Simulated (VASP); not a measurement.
Wanted: the native input for a VASP 6.6.1 run.

- Task: single point
- Functional: PBE
- Potentials or basis: VASP PAW PBE potentials, release 64 (Zr_sv)
- Cutoff: 520 eV
- k mesh: 8 × 6 × 1
- Occupations: gaussian, width 0.1 eV
- Spin: no spin polarisation
- Dipole correction: yes
- Further INCAR settings: ALGO = Normal; EDIFF = 1e-06; NBANDS = 51

The structure of Zr lies in POSCAR:

```
Zr
1.0
    3.1890515800      0.0000000000      0.0000000000
    0.0000000000      4.5100000000      0.0000000000
    0.0000000000      0.0000000000     27.5671545915
Zr
7
Direct
    0.5000000000      0.5000000000      0.3264754790
    0.0000000000      0.0000000000      0.3843169793
    0.5000000000      0.5000000000      0.4421584897
    0.0000000000      0.0000000000      0.4997643822
    0.5000000000      0.5000000000      0.5572362504
    0.0000000000      0.0000000000      0.6164248625
    0.5000000000      0.5000000000      0.6690286039
```

The input as run:

INCAR

```
PREC = Accurate
ENCUT = 520
EDIFF = 1E-6
ISMEAR = 0
SIGMA = 0.1
LREAL = False
LASPH = True
NELM = 80
ALGO = Normal
ISIF = 2
LWAVE = False
LCHARG = False
LDIPOL = True
IDIPOL = 3
DIPOL = 0.5 0.5 0.499
GGA = PE
NBANDS = 51
```

KPOINTS

```
regular mesh
0
Gamma
  8 6 1
```

Potentials or basis: VASP PAW PBE potentials, release 64 (Zr_sv).

Launch:

```sh
$ cat potpaw_PBE.64/Zr_sv/POTCAR > POTCAR
$ mpirun -np 1 vasp_std > vasp.out
```

It gave:

- Largest force: 0.572 eV/Å
- Band gap on the k mesh: zero (band 42 reaches 2.36 eV, above the bottom of band 43 at 1.51 eV)

Run time: 14 min on 1 thread of Intel(R) Xeon(R) Platinum 8488C (Sapphire Rapids), on a shared host, peak memory 0.56 GiB.
